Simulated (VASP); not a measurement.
A run of VASP 6.6.1:

INCAR

```
PREC = Accurate
ENCUT = 520
EDIFF = 1E-6
ISMEAR = -1
SIGMA = 0.08
LREAL = F
LASPH = T
NELM = 60
ALGO = Normal
ISIF = 2
LWAVE = F
LCHARG = T
LELF = T
LVHAR = T
NBANDS = 16
```

Contents of KPOINTS:

```
regular mesh
0
Gamma
  13 13 13
```

File POSCAR:

```
GaAs
1.0
    0.0000000000      2.6009003889      2.6009003889
    2.6009003889      0.0000000000      2.6009003889
    2.6009003889      2.6009003889      0.0000000000
Ga As
1 1
Direct
    0.0000000000      0.0000000000      0.0000000000
    0.2500000000      0.2500000000      0.2500000000
```

Potentials or basis: VASP PAW LDA potentials, release 64 (Ga_d, As).

The run is started by

```console
$ cat potpaw_LDA.64/Ga_d/POTCAR potpaw_LDA.64/As/POTCAR > POTCAR
$ mpirun -np 1 vasp_std > vasp.out
```

Hardware: 1 thread of Intel Xeon 8259CL, on a shared host.

Question: Estimate the wall time of this run.

Answer: Wall time 72 s on 1 thread of Intel Xeon 8259CL (shared host), peak memory 0.18 GiB. Counts: scf iterations 12, k points 84.
